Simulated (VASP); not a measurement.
# ZnO (P6_3mc) in VASP: single point with PBE

Aim: the single point of ZnO with PBE.

Program: VASP 6.6.1. These are calculated values, not measurements. Logs are shortened: lines on timing, memory, paths and dates and some standing lists are left out, and cuts for length are marked.

## Step 1: The cell of the first run

Symmetry: P6_3mc, No. 186, hexagonal system. The conventional cell has a = 3.249 Å, b = 3.249 Å, c = 5.204 Å, α = 90.00°, β = 90.00°, γ = 120.00°. Within 2.6 Å of Zn (site symmetry 3m) lie 4 O at 1.97 to 1.99 Å. O (site symmetry 3m) has 4 Zn at 1.97 to 1.99 Å within 2.6 Å.

## Step 2: Single point, PBE

The input, INCAR:

```
SYSTEM = ZnO
ALGO = Normal ; EDIFF = 1E-6
ENCUT = 1340 ; GGA = PE
GGA_COMPAT = .False. ; ISIF = 2
ISMEAR = -5 ; LASPH = .True.
LCHARG = .False. ; LREAL = .False.
LWAVE = .False. ; NBANDS = 26
NELM = 120 ; PREC = Accurate
SIGMA = 0.1
```

The input, KPOINTS:

```
k-points
0
Gamma
  7 7 4
  0 0 0
```

The input, POSCAR:

```
ZnO
1.0
    3.2493987200      0.0000000000      0.0000000000
   -1.6246993600      2.8140618400      0.0000000000
    0.0000000000      0.0000000000      5.2038000000
Zn O
2 2
Direct
    0.3333333300      0.6666666700      0.0000000000
    0.6666666700      0.3333333300      0.5000000000
    0.3333333300      0.6666666700      0.3830000000
    0.6666666700      0.3333333300      0.8830000000
```

Potentials or basis: VASP PAW PBE potentials, release 64 (Zn, O_h).

Command:

```
cat potpaw_PBE.64/Zn/POTCAR potpaw_PBE.64/O_h/POTCAR > POTCAR
mpirun -np 1 vasp_std > vasp.out
```

OUTCAR:

```text
SYSTEM = ZnO
   EDIFF = 1E-6
   ENCUT = 1340
   GGA = PE
   ISIF = 2
   ISMEAR = -5
   LASPH = .True.
   LREAL = .False.
   NELM = 120
   PREC = Accurate

 ion  position               nearest neighbor table
   1  0.333  0.667  0.000-   4 1.97   4 1.97   4 1.97   3 1.99
   2  0.667  0.333  0.500-   3 1.97   3 1.97   3 1.97   4 1.99
   3  0.333  0.667  0.383-   2 1.97   2 1.97   2 1.97   1 1.99
   4  0.667  0.333  0.883-   1 1.97   1 1.97   1 1.97   2 1.99

  LATTYP: Found a hexagonal cell.
 ALAT       =     3.2493987200
 C/A-ratio  =     1.6014655167

  Lattice vectors:

 A1 = (   3.2493987200,   0.0000000000,   0.0000000000)
 A2 = (  -1.6246993600,   2.8140618400,   0.0000000000)
 A3 = (   0.0000000000,   0.0000000000,   5.2038000000)

Analysis of symmetry for initial positions (statically):
=====================================================================
 Subroutine PRICEL returns:
 Original cell was already a primitive cell.

 Routine SETGRP: Setting up the symmetry group for a
 hexagonal supercell.

 Subroutine GETGRP returns: Found 12 space group operations
 (whereof  6 operations were pure point group operations)
 out of a pool of 24 trial point group operations.

The static configuration has the point symmetry C_3v.
 The point group associated with its full space group is C_6v.

Analysis of symmetry for dynamics (positions and initial velocities):
=====================================================================
 Subroutine PRICEL returns:
 Original cell was already a primitive cell.

 Routine SETGRP: Setting up the symmetry group for a
 hexagonal supercell.

 Subroutine GETGRP returns: Found 12 space group operations
 (whereof  6 operations were pure point group operations)
 out of a pool of 24 trial point group operations.

The dynamic configuration has the point symmetry C_3v.
 The point group associated with its full space group is C_6v.

 Subroutine INISYM returns: Found 12 space group operations
 (whereof  6 operations are pure point group operations),
 and found     1 'primitive' translations

----------------------------------------------------------------------------------------

                                     Primitive cell

  volume of cell :      47.5836

  direct lattice vectors                    reciprocal lattice vectors
     3.249398720  0.000000000  0.000000000     0.307749244  0.177679109  0.000000000
    -1.624699360  2.814061840  0.000000000     0.000000000  0.355358218  0.000000000
     0.000000000  0.000000000  5.203800000     0.000000000  0.000000000  0.192167262

  length of vectors
     3.249398720  3.249398721  5.203800000     0.355358218  0.355358218  0.192167262

  position of ions in fractional coordinates (direct lattice)
     0.333333330  0.666666670  0.000000000
     0.666666670  0.333333330  0.500000000
     0.333333330  0.666666670  0.383000000
     0.666666670  0.333333330  0.883000000

  ion indices of the primitive-cell ions
   primitive index   ion index
                 1           1
                 2           2
                 3           3
                 4           4

----------------------------------------------------------------------------------------

 KPOINTS: k-points

Automatic generation of k-mesh.
 Grid dimensions read from file:
 generate k-points for:    7    7    4

 Generating k-lattice:

  Cartesian coordinates                     Fractional coordinates (reciprocal lattice)
     0.043964178  0.025382730  0.000000000     0.142857143  0.000000000  0.000000000
     0.000000000  0.050765460  0.000000000     0.000000000  0.142857143  0.000000000
     0.000000000  0.000000000  0.048041816     0.000000000  0.000000000  0.250000000

  Length of vectors
     0.050765460  0.050765460  0.048041816

  Shift w.r.t. Gamma in fractional coordinates (k-lattice)
     0.000000000  0.000000000  0.000000000

 TETIRR: Found    210 inequivalent tetrahedra from     1176

 Subroutine IBZKPT returns following result:
 ===========================================

 Found     24 irreducible k-points:

 Following reciprocal coordinates:
            Coordinates               Weight
  0.000000  0.000000  0.000000      1.000000
  0.142857  0.000000  0.000000      6.000000
  0.285714  0.000000  0.000000      6.000000
  0.428571  0.000000  0.000000      6.000000
  0.142857  0.142857  0.000000      6.000000
  0.285714  0.142857  0.000000     12.000000
[... 16 lines left out ...]
  0.428571  0.142857  0.500000      6.000000
  0.285714  0.285714  0.500000      6.000000
   k-points           NKPTS =     24   k-points in BZ     NKDIM =     24   number of bands    NBANDS=     26
   number of dos      NEDOS =    301   number of ions     NIONS =      4
   total plane-waves  NPLWV = 102400
   dimension x,y,z NGX =    40 NGY =   40 NGZ =   64
   dimension x,y,z NGXF=    80 NGYF=   80 NGZF=  128
   ions per type =               2   2
   NGX,Y,Z   is equivalent  to a cutoff of  20.46, 20.46, 20.45 a.u.
   NGXF,Y,Z  is equivalent  to a cutoff of  40.93, 40.93, 40.89 a.u.
 SYSTEM =  ZnO
   PREC   = accura    normal or accurate (medium, high low for compatibility)
   ISTART =      0    job   : 0-new  1-cont  2-samecut
   ICHARG =      2    charge: 1-file 2-atom 10-const
   ISPIN  =      1    spin polarized calculation?
   LNONCOLLINEAR =      F non collinear calculations
   LSORBIT =      F    spin-orbit coupling
   LASPH  =      T    aspherical Exc in radial PAW
   ENCUT  = 1340.0 eV  98.49 Ry    9.92 a.u.   9.70  9.70 15.53*2*pi/ulx,y,z
   NELM   =    120;   NELMIN=  2; NELMDL= -5     # of ELM steps
   EDIFF  = 0.1E-05   stopping-criterion for ELM
   LREAL  =      F    real-space projection
   EDIFFG = 0.1E-04   stopping-criterion for IOM
   NSW    =      0    number of steps for IOM
   IBRION =     -1    ionic relax: 0-MD 1-quasi-New 2-CG
   NFREE  =      0    steps in history (QN), initial steepest desc. (CG)
   ISIF   =      2    stress and relaxation
   ISYM   =      2    0-nonsym 1-usesym 2-fastsym
   POTIM  = 0.5000    time-step for ionic-motion
   TEBEG  =    0.0;   TEEND  =   0.0 temperature during run
   PSTRESS=    0.0 pullay stress
   NELECT =      36.0000    total number of electrons
   NUPDOWN=      -1.0000    fix difference up-down
   EMIN   =  10.00;   EMAX   =-10.00  energy-range for DOS
   EFERMI =   0.00;   METHOD = LEGACY
   ISMEAR =    -5;   SIGMA  =   0.10  broadening in eV -4-tet -1-fermi 0-gaus
   EFERMI_NEDOS =   21; number of points for ismear=-14 and -15
   IALGO  =     38    algorithm
   IMIX   =      4    mixing-type and parameters
     AMIX     =   0.40;   BMIX     =  1.00
     AMIX_MAG =   1.60;   BMIX_MAG =  1.00
  volume/ion in A,a.u.               =      11.90        80.28
  Fermi-wavevector in a.u.,A,eV,Ry     =   1.491729  2.818959 30.276436  2.225255
  Thomas-Fermi vector in A             =   2.604347
   LORBIT       =      0    0 simple, 1 ext, 2 COOP (PROOUT), +10 PAW based schemes
   GGA     = PE    functional components
   LHFCALC =     F    Hartree Fock is set to
   AEXX    =    0.0000 exact exchange contribution
   IVDW    =     0    specifies the selected vdW correction
   LEPSILON=     F    determine dielectric tensor
   LRPA    =     F    only Hartree local field effects (RPA)
 non-spin polarized calculation
 Fermi weights with tetrahedron method with Bloechl corrections
  energy-cutoff  :     1340.00
  volume of cell :       47.58
 maximum number of plane-waves:      5336
 NGX is ok and might be reduce to    40
   NGX = 19   NGY = 19   NGZ = 31

 number of electron      36.0000002 magnetization

 Free energy of the ion-electron system (eV)
  ---------------------------------------------------
  ext. energy  EPLUGINS =         0.00000000
  ---------------------------------------------------
  free energy    TOTEN  =       -17.83585921 eV

  energy without entropy =      -17.83585921  energy(sigma->0) =      -17.83585921

 E-fermi :   1.5954     XC(G=0): -10.9154

 val. band max:        1.5314747106   @ k =   0.0000   0.0000   0.0000
 cond. band min:       2.3227934016   @ k =   0.0000   0.0000   0.0000
 fundamental gap:      0.7913186911
 Fermi energy:         1.5954075882

 k-point     1 :       0.0000    0.0000    0.0000
  band No.  band energies     occupation
      1     -16.5625      2.00000
      2     -15.8338      2.00000
      3      -4.1813      2.00000
      4      -4.1813      2.00000
      5      -4.0804      2.00000
      6      -4.0751      2.00000
[... 18 lines left out ...]
     25      15.6397      0.00000
     26      15.6397      0.00000

 k-point     2 :       0.1429    0.0000    0.0000
  band No.  band energies     occupation
      1     -16.4532      2.00000
      2     -15.7868      2.00000
      3      -4.2971      2.00000
      4      -4.1156      2.00000
      5      -4.0477      2.00000
      6      -3.9959      2.00000
[... 18 lines left out ...]
     25      15.7290      0.00000
     26      15.8502      0.00000

 k-point     3 :       0.2857    0.0000    0.0000
  band No.  band energies     occupation
      1     -16.1855      2.00000
      2     -15.6929      2.00000
      3      -4.4628      2.00000
      4      -4.1039      2.00000
      5      -3.9853      2.00000
      6      -3.8169      2.00000
[... 18 lines left out ...]
     25      14.9679      0.00000
     26      15.6685      0.00000

 k-point     4 :       0.4286    0.0000    0.0000
  band No.  band energies     occupation
      1     -15.9254      2.00000
      2     -15.6516      2.00000
      3      -4.4366      2.00000
      4      -4.1848      2.00000
      5      -3.9098      2.00000
      6      -3.5873      2.00000
[... 18 lines left out ...]
     25      14.8597      0.00000
     26      15.7222      0.00000
[... 496 lines left out ...]
      1     -15.8168      2.00000
      2     -15.8168      2.00000
      3      -4.4954      2.00000
      4      -4.4954      2.00000
      5      -3.8433      2.00000
      6      -3.8433      2.00000
[... 18 lines left out ...]
     25      15.3630      0.00000
     26      15.3630      0.00000

 k-point    23 :       0.4286    0.1429    0.5000
  band No.  band energies     occupation
      1     -15.7374      2.00000
      2     -15.7374      2.00000
      3      -4.4626      2.00000
      4      -4.4626      2.00000
      5      -3.7669      2.00000
      6      -3.7669      2.00000
[... 18 lines left out ...]
     25      15.7918      0.00000
     26      15.7918      0.00000

 k-point    24 :       0.2857    0.2857    0.5000
  band No.  band energies     occupation
      1     -15.7196      2.00000
      2     -15.7196      2.00000
      3      -4.2791      2.00000
      4      -4.2791      2.00000
      5      -3.8955      2.00000
      6      -3.8955      2.00000
[... 18 lines left out ...]
     25      16.5069      0.00000
     26      16.5069      0.00000

------------------------ aborting loop because EDIFF is reached ----------------------------------------

  FORCE on cell =-STRESS in cart. coord.  units (eV):
  Direction    XX          YY          ZZ          XY          YZ          ZX
  --------------------------------------------------------------------------------------
  -------------------------------------------------------------------------------------
  Total        1.7514855      1.7514855      1.6953267      0.0000000      0.0000000     -0.0000000
  in kB       58.9739068     58.9739068     57.0829948      0.0000000      0.0000000     -0.0000000
  external PRESSURE =      58.3436028 kB  Pullay stress =       0.0000000 kB

 VOLUME and BASIS-vectors are now :
 -----------------------------------------------------------------------------
  energy-cutoff  :     1340.00
  volume of cell :       47.58
      direct lattice vectors                 reciprocal lattice vectors
     3.249398720  0.000000000  0.000000000     0.307749244  0.177679109  0.000000000
    -1.624699360  2.814061840  0.000000000     0.000000000  0.355358218  0.000000000
     0.000000000  0.000000000  5.203800000     0.000000000  0.000000000  0.192167262

 POSITION                                       TOTAL-FORCE (eV/Angst)
 -----------------------------------------------------------------------------------
     -0.00000      1.87604      0.00000        -0.000000      0.000000      0.062227
      1.62470      0.93802      2.60190         0.000000      0.000000      0.062227
     -0.00000      1.87604      1.99306         0.000000      0.000000     -0.062227
      1.62470      0.93802      4.59496        -0.000000     -0.000000     -0.062227
 -----------------------------------------------------------------------------------
    total drift:                               -0.000026      0.000015     -0.000168

  FREE ENERGIE OF THE ION-ELECTRON SYSTEM (eV)
  ---------------------------------------------------
  free  energy   TOTEN  =       -17.8358592088 eV

  energy  without entropy=      -17.8358592088  energy(sigma->0) =      -17.83585921
```

Wall time 3.3 min (1 thread of Intel Xeon Platinum 8259CL at 2.50GHz (Skylake/Cascade Lake), shared host); peak memory 0.36 GiB.

Results:

- Free energy: -17.8359 eV
- Pressure: 5.8 GPa
- Largest force: 0.062 eV/Å
- Band gap on the k mesh: 0.79 eV

Forces in eV/Å, atoms in the order of the input:
```
Zn   0.000  0.000  0.062
Zn   0.000  0.000  0.062
O    0.000  0.000 -0.062
O    0.000  0.000 -0.062
```

Levels at points of the mesh, in eV from the valence-band top:
```tsv
k point	band 15	band 16	band 17	band 18	band 19	band 20	band 21	band 22
(0.00, 0.00, 0.00)	-0.78	-0.10	0.00	0.00	0.79	5.19	8.25	12.84
(0.00, 0.00, 0.50)	-0.38	-0.38	-0.38	-0.38	3.46	3.46	10.09	10.09
```

Caveat: the cell stands under pressure; semilocal functionals underestimate gaps, and a narrow one can read as zero.
